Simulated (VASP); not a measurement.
# Sr4SbO3 (Pm-3m) in VASP: notebook

The runs below take Sr4SbO3 through single point, relaxation of cell and atoms, with PBE.

Everything below comes from runs of VASP 6.6.1. Logs are shortened: lines on timing, memory, paths and dates and some standing lists are left out, and cuts for length are marked.

## Step 1: The cell of the first run

Symmetry: Pm-3m, No. 221, cubic system. The conventional cell has a = 5.250 Å, b = 5.250 Å, c = 5.250 Å, α = 90.00°, β = 90.00°, γ = 90.00°. Within 3.5 Å of Sr (site symmetry 4/mmm) lie 2 Sb at 2.63 Å and 4 O at 2.63 Å. Sr (site symmetry m-3m) has 6 O at 2.63 Å within 3.5 Å. Within 3.5 Å of Sb (site symmetry m-3m) lie 6 Sr at 2.63 Å. O (site symmetry 4/mmm) has 6 Sr at 2.63 Å within 3.5 Å.

## Step 2: Single point, PBE

INCAR reads:

```
SYSTEM = Sr4SbO3
  PREC = Accurate
  ENCUT = 520
  EDIFF = 1E-6
  ISMEAR = 0
  SIGMA = 0.1
  LREAL = .FALSE.
  LASPH = .TRUE.
  NELM = 100
  ALGO = Normal
  ISIF = 2
  LWAVE = .FALSE.
  LCHARG = .TRUE.
  GGA = PE
  LELF = .TRUE.
  LVHAR = .TRUE.
  NBANDS = 42
```

KPOINTS reads:

```
regular mesh
0
G
  4 4 4
  0 0 0
```

POSCAR reads:

```
Sr4SbO3
1.0
    5.2501838900      0.0000000000      0.0000000000
    0.0000000000      5.2501838900      0.0000000000
    0.0000000000      0.0000000000      5.2501838900
Sr Sb O
4 1 3
Direct
    0.5000000000      0.0000000000      0.0000000000
    0.5000000000      0.5000000000      0.5000000000
    0.0000000000      0.0000000000      0.5000000000
    0.0000000000      0.5000000000      0.0000000000
    0.0000000000      0.0000000000      0.0000000000
    0.0000000000      0.5000000000      0.5000000000
    0.5000000000      0.0000000000      0.5000000000
    0.5000000000      0.5000000000      0.0000000000
```

Potentials or basis: VASP PAW PBE potentials, release 64 (Sr_sv, Sb, O).

Started as:

```
> cat potpaw_PBE.64/Sr_sv/POTCAR potpaw_PBE.64/Sb/POTCAR potpaw_PBE.64/O/POTCAR > POTCAR
> mpirun -np 1 vasp_std > vasp.out
```

OUTCAR:

```text
SYSTEM = Sr4SbO3
   PREC = Accurate
   ENCUT = 520
   EDIFF = 1E-6
   ISMEAR = 0
   LREAL = .FALSE.
   LASPH = .TRUE.
   NELM = 100
   ISIF = 2
   GGA = PE

 ion  position               nearest neighbor table
   1  0.500  0.000  0.000-   5 2.63   7 2.63   8 2.63   7 2.63   8 2.63   5 2.63   2 3.71   3 3.71
                             2 3.71   2 3.71   4 3.71   3 3.71   2 3.71   3 3.71   4 3.71   4 3.71
   2  0.500  0.500  0.500-   6 2.63   7 2.63   8 2.63   8 2.63   7 2.63   6 2.63   1 3.71   4 3.71
                             1 3.71   1 3.71   3 3.71   3 3.71   1 3.71   3 3.71   4 3.71   4 3.71
   3  0.000  0.000  0.500-   5 2.63   6 2.63   7 2.63   5 2.63   6 2.63   7 2.63   1 3.71   4 3.71
                             1 3.71   2 3.71   4 3.71   2 3.71   4 3.71   1 3.71   2 3.71   4 3.71
   4  0.000  0.500  0.000-   5 2.63   6 2.63   8 2.63   6 2.63   5 2.63   8 2.63   2 3.71   3 3.71
                             1 3.71   1 3.71   3 3.71   2 3.71   3 3.71   1 3.71   2 3.71   3 3.71
   5  0.000  0.000  0.000-   1 2.63   3 2.63   4 2.63   3 2.63   4 2.63   1 2.63
   6  0.000  0.500  0.500-   2 2.63   3 2.63   4 2.63   4 2.63   3 2.63   2 2.63
   7  0.500  0.000  0.500-   1 2.63   2 2.63   3 2.63   1 2.63   2 2.63   3 2.63
   8  0.500  0.500  0.000-   1 2.63   2 2.63   4 2.63   2 2.63   1 2.63   4 2.63

  LATTYP: Found a simple cubic cell.
 ALAT       =     5.2501838900

  Lattice vectors:

 A1 = (   5.2501838900,   0.0000000000,   0.0000000000)
 A2 = (   0.0000000000,   5.2501838900,   0.0000000000)
 A3 = (   0.0000000000,   0.0000000000,   5.2501838900)

Analysis of symmetry for initial positions (statically):
=====================================================================
 Subroutine PRICEL returns:
 Original cell was already a primitive cell.

 Routine SETGRP: Setting up the symmetry group for a
 simple cubic supercell.

 Subroutine GETGRP returns: Found 48 space group operations
 (whereof 48 operations were pure point group operations)
 out of a pool of 48 trial point group operations.

The static configuration has the point symmetry O_h .

Analysis of symmetry for dynamics (positions and initial velocities):
=====================================================================
 Subroutine PRICEL returns:
 Original cell was already a primitive cell.

 Routine SETGRP: Setting up the symmetry group for a
 simple cubic supercell.

 Subroutine GETGRP returns: Found 48 space group operations
 (whereof 48 operations were pure point group operations)
 out of a pool of 48 trial point group operations.

The dynamic configuration has the point symmetry O_h .

 Subroutine INISYM returns: Found 48 space group operations
 (whereof 48 operations are pure point group operations),
 and found     1 'primitive' translations

----------------------------------------------------------------------------------------

                                     Primitive cell

  volume of cell :     144.7183

  direct lattice vectors                    reciprocal lattice vectors
     5.250183890  0.000000000  0.000000000     0.190469519  0.000000000  0.000000000
     0.000000000  5.250183890  0.000000000     0.000000000  0.190469519  0.000000000
     0.000000000  0.000000000  5.250183890     0.000000000  0.000000000  0.190469519

  length of vectors
     5.250183890  5.250183890  5.250183890     0.190469519  0.190469519  0.190469519

  position of ions in fractional coordinates (direct lattice)
     0.500000000  0.000000000  0.000000000
     0.500000000  0.500000000  0.500000000
     0.000000000  0.000000000  0.500000000
     0.000000000  0.500000000  0.000000000
     0.000000000  0.000000000  0.000000000
     0.000000000  0.500000000  0.500000000
     0.500000000  0.000000000  0.500000000
     0.500000000  0.500000000  0.000000000

  ion indices of the primitive-cell ions
   primitive index   ion index
                 1           1
                 2           2
                 3           3
                 4           4
                 5           5
                 6           6
                 7           7
                 8           8

----------------------------------------------------------------------------------------

 KPOINTS: regular mesh

Automatic generation of k-mesh.
 Grid dimensions read from file:
 generate k-points for:    4    4    4

 Generating k-lattice:

  Cartesian coordinates                     Fractional coordinates (reciprocal lattice)
     0.047617380  0.000000000  0.000000000     0.250000000  0.000000000  0.000000000
     0.000000000  0.047617380  0.000000000     0.000000000  0.250000000  0.000000000
     0.000000000  0.000000000  0.047617380     0.000000000  0.000000000  0.250000000

  Length of vectors
     0.047617380  0.047617380  0.047617380

  Shift w.r.t. Gamma in fractional coordinates (k-lattice)
     0.000000000  0.000000000  0.000000000

 Subroutine IBZKPT returns following result:
 ===========================================

 Found     10 irreducible k-points:

 Following reciprocal coordinates:
            Coordinates               Weight
  0.000000  0.000000  0.000000      1.000000
  0.250000  0.000000  0.000000      6.000000
  0.500000  0.000000  0.000000      3.000000
  0.250000  0.250000  0.000000     12.000000
  0.500000  0.250000  0.000000     12.000000
  0.500000  0.500000  0.000000      3.000000
  0.250000  0.250000  0.250000      8.000000
  0.500000  0.250000  0.250000     12.000000
  0.500000  0.500000  0.250000      6.000000
  0.500000  0.500000  0.500000      1.000000
   k-points           NKPTS =     10   k-points in BZ     NKDIM =     10   number of bands    NBANDS=     42
   number of dos      NEDOS =    301   number of ions     NIONS =      8
   total plane-waves  NPLWV =  64000
   dimension x,y,z NGX =    40 NGY =   40 NGZ =   40
   dimension x,y,z NGXF=    80 NGYF=   80 NGZF=   80
   ions per type =               4   1   3
   NGX,Y,Z   is equivalent  to a cutoff of  12.67, 12.67, 12.67 a.u.
   NGXF,Y,Z  is equivalent  to a cutoff of  25.33, 25.33, 25.33 a.u.
 SYSTEM =  Sr4SbO3
   PREC   = accura    normal or accurate (medium, high low for compatibility)
   ISTART =      0    job   : 0-new  1-cont  2-samecut
   ICHARG =      2    charge: 1-file 2-atom 10-const
   ISPIN  =      1    spin polarized calculation?
   LNONCOLLINEAR =      F non collinear calculations
   LSORBIT =      F    spin-orbit coupling
   LASPH  =      T    aspherical Exc in radial PAW
   ENCUT  =  520.0 eV  38.22 Ry    6.18 a.u.   9.76  9.76  9.76*2*pi/ulx,y,z
   NELM   =    100;   NELMIN=  2; NELMDL= -5     # of ELM steps
   EDIFF  = 0.1E-05   stopping-criterion for ELM
   LREAL  =      F    real-space projection
   EDIFFG = 0.1E-04   stopping-criterion for IOM
   NSW    =      0    number of steps for IOM
   IBRION =     -1    ionic relax: 0-MD 1-quasi-New 2-CG
   NFREE  =      0    steps in history (QN), initial steepest desc. (CG)
   ISIF   =      2    stress and relaxation
   ISYM   =      2    0-nonsym 1-usesym 2-fastsym
   POTIM  = 0.5000    time-step for ionic-motion
   TEBEG  =    0.0;   TEEND  =   0.0 temperature during run
   PSTRESS=    0.0 pullay stress
   NELECT =      63.0000    total number of electrons
   NUPDOWN=      -1.0000    fix difference up-down
   EMIN   =  10.00;   EMAX   =-10.00  energy-range for DOS
   EFERMI =   0.00;   METHOD = LEGACY
   ISMEAR =     0;   SIGMA  =   0.10  broadening in eV -4-tet -1-fermi 0-gaus
   EFERMI_NEDOS =   21; number of points for ismear=-14 and -15
   IALGO  =     38    algorithm
   IMIX   =      4    mixing-type and parameters
     AMIX     =   0.40;   BMIX     =  1.00
     AMIX_MAG =   1.60;   BMIX_MAG =  1.00
  volume/ion in A,a.u.               =      18.09       122.08
  Fermi-wavevector in a.u.,A,eV,Ry     =   1.240739  2.344657 20.945267  1.539434
  Thomas-Fermi vector in A             =   2.375167
   LORBIT       =      0    0 simple, 1 ext, 2 COOP (PROOUT), +10 PAW based schemes
   GGA     = PE    functional components
   LHFCALC =     F    Hartree Fock is set to
   AEXX    =    0.0000 exact exchange contribution
   IVDW    =     0    specifies the selected vdW correction
   LEPSILON=     F    determine dielectric tensor
   LRPA    =     F    only Hartree local field effects (RPA)
 non-spin polarized calculation
 Gauss-broadening in eV      SIGMA  =   0.10
  energy-cutoff  :      520.00
  volume of cell :      144.72
 maximum number of plane-waves:      3948
 NGX is ok and might be reduce to    40
   NGX = 19   NGY = 19   NGZ = 19

 number of electron      62.9999998 magnetization

 Free energy of the ion-electron system (eV)
  ---------------------------------------------------
  ext. energy  EPLUGINS =         0.00000000
  ---------------------------------------------------
  free energy    TOTEN  =       -35.61259539 eV

  energy without entropy =      -35.60709002  energy(sigma->0) =      -35.60984271

 E-fermi :   4.1146     XC(G=0): -10.2903

 val. band max:        3.9591677580   @ k =   0.5000   0.2500   0.0000
 cond. band min:       4.2063380058   @ k =   0.2500   0.2500   0.0000
 fundamental gap:      0.2471702479
 Fermi energy:         4.1146164866

 k-point     1 :       0.0000    0.0000    0.0000
  band No.  band energies     occupation
      1     -29.5131      2.00000
      2     -29.3460      2.00000
      3     -29.3460      2.00000
      4     -29.3349      2.00000
      5     -12.4903      2.00000
      6     -12.4903      2.00000
[... 34 lines left out ...]
     41       9.8236      0.00000
     42      10.4403      0.00000

 k-point     2 :       0.2500    0.0000    0.0000
  band No.  band energies     occupation
      1     -29.4899      2.00000
      2     -29.3697      2.00000
      3     -29.3454      2.00000
      4     -29.3366      2.00000
      5     -12.5945      2.00000
      6     -12.4514      2.00000
[... 34 lines left out ...]
     41      10.1264      0.00000
     42      10.8463      0.00000

 k-point     3 :       0.5000    0.0000    0.0000
  band No.  band energies     occupation
      1     -29.4426      2.00000
      2     -29.4185      2.00000
      3     -29.3448      2.00000
      4     -29.3373      2.00000
      5     -12.6484      2.00000
      6     -12.6186      2.00000
[... 34 lines left out ...]
     41      10.2145      0.00000
     42      10.7930      0.00000

 k-point     4 :       0.2500    0.2500    0.0000
  band No.  band energies     occupation
      1     -29.4700      2.00000
      2     -29.3724      2.00000
      3     -29.3596      2.00000
      4     -29.3409      2.00000
      5     -12.7886      2.00000
      6     -12.7071      2.00000
[... 34 lines left out ...]
     41      10.6412      0.00000
     42      10.9270      0.00000

 k-point     5 :       0.5000    0.2500    0.0000
  band No.  band energies     occupation
      1     -29.4293      2.00000
      2     -29.4099      2.00000
      3     -29.3601      2.00000
      4     -29.3448      2.00000
      5     -12.8776      2.00000
      6     -12.8485      2.00000
[... 34 lines left out ...]
     41      10.5484      0.00000
     42      10.8116      0.00000

 k-point     6 :       0.5000    0.5000    0.0000
  band No.  band energies     occupation
      1     -29.3986      2.00000
      2     -29.3986      2.00000
      3     -29.3929      2.00000
      4     -29.3551      2.00000
      5     -13.0334      2.00000
      6     -13.0209      2.00000
[... 34 lines left out ...]
     41      10.6169      0.00000
     42      10.6180      0.00000

 k-point     7 :       0.2500    0.2500    0.2500
  band No.  band energies     occupation
      1     -29.4536      2.00000
      2     -29.3718      2.00000
      3     -29.3718      2.00000
      4     -29.3466      2.00000
      5     -13.0214      2.00000
      6     -12.8972      2.00000
[... 34 lines left out ...]
     41      10.5031      0.00000
     42      10.8017      0.00000

 k-point     8 :       0.5000    0.2500    0.2500
  band No.  band energies     occupation
      1     -29.4200      2.00000
      2     -29.4045      2.00000
      3     -29.3712      2.00000
      4     -29.3491      2.00000
      5     -13.1554      2.00000
      6     -13.0517      2.00000
[... 34 lines left out ...]
     41      10.7532      0.00000
     42      10.8259      0.00000

 k-point     9 :       0.5000    0.5000    0.2500
  band No.  band energies     occupation
      1     -29.3979      2.00000
      2     -29.3979      2.00000
      3     -29.3951      2.00000
      4     -29.3545      2.00000
      5     -13.3209      2.00000
      6     -13.1995      2.00000
[... 34 lines left out ...]
     41      10.9560      0.00000
     42      10.9593      0.00000

 k-point    10 :       0.5000    0.5000    0.5000
  band No.  band energies     occupation
      1     -29.3973      2.00000
      2     -29.3973      2.00000
      3     -29.3973      2.00000
      4     -29.3538      2.00000
      5     -13.5038      2.00000
      6     -13.3442      2.00000
[... 34 lines left out ...]
     41      10.4148      0.00000
     42      10.4148      0.00000

------------------------ aborting loop because EDIFF is reached ----------------------------------------

  FORCE on cell =-STRESS in cart. coord.  units (eV):
  Direction    XX          YY          ZZ          XY          YZ          ZX
  --------------------------------------------------------------------------------------
  -------------------------------------------------------------------------------------
  Total       23.2997508     23.2997508     23.2997508      0.0000000      0.0000000      0.0000000
  in kB      257.9516514    257.9516514    257.9516514      0.0000000      0.0000000      0.0000000
  external PRESSURE =     257.9516514 kB  Pullay stress =       0.0000000 kB

 VOLUME and BASIS-vectors are now :
 -----------------------------------------------------------------------------
  energy-cutoff  :      520.00
  volume of cell :      144.72
      direct lattice vectors                 reciprocal lattice vectors
     5.250183890  0.000000000  0.000000000     0.190469519  0.000000000  0.000000000
     0.000000000  5.250183890  0.000000000     0.000000000  0.190469519  0.000000000
     0.000000000  0.000000000  5.250183890     0.000000000  0.000000000  0.190469519

 POSITION                                       TOTAL-FORCE (eV/Angst)
 -----------------------------------------------------------------------------------
      2.62509      0.00000      0.00000         0.000000      0.000000      0.000000
      2.62509      2.62509      2.62509         0.000000      0.000000      0.000000
      0.00000      0.00000      2.62509         0.000000      0.000000      0.000000
      0.00000      2.62509      0.00000         0.000000      0.000000      0.000000
      0.00000      0.00000      0.00000         0.000000      0.000000      0.000000
      0.00000      2.62509      2.62509         0.000000      0.000000      0.000000
      2.62509      0.00000      2.62509         0.000000      0.000000      0.000000
      2.62509      2.62509      0.00000         0.000000      0.000000      0.000000
 -----------------------------------------------------------------------------------
    total drift:                                0.000000      0.000000     -0.000000

  FREE ENERGIE OF THE ION-ELECTRON SYSTEM (eV)
  ---------------------------------------------------
  free  energy   TOTEN  =       -35.6125953866 eV

  energy  without entropy=      -35.6070900242  energy(sigma->0) =      -35.60984271
```

Wall time 50 s (1 thread of Intel Xeon Platinum 8488C (Sapphire Rapids), shared host); peak memory 0.27 GiB.

Results:

| Property | Result |
| --- | --- |
| Free energy | -35.6126 eV |
| Pressure | 25.8 GPa |

Levels at points of the mesh, in eV from the Fermi level:
```
           k point  band 28  band 29  band 30  band 31  band 32  band 33  band 34  band 35  band 36  band 37
(0.00, 0.00, 0.00)    -1.08    -1.08     1.28     1.28     1.28     1.28     1.28     1.28     3.17     4.53
(0.50, 0.00, 0.00)    -1.44    -1.20    -1.20     0.31     0.31     1.86     3.18     3.78     3.78     4.60
(0.50, 0.50, 0.00)    -1.67    -1.54    -1.54    -1.49    -0.43     3.95     3.95     4.62     5.03     5.74
(0.50, 0.50, 0.50)    -2.04    -2.04    -1.77    -1.77    -1.77     4.92     5.76     5.76     5.76     5.94
```

Caveat: spin-orbit coupling is left out, which moves the levels of the heavy elements; an odd number of electrons without spin polarisation forces a metal; a magnetic or distorted state may lie lower.

(Continued in part 2 of 2.)
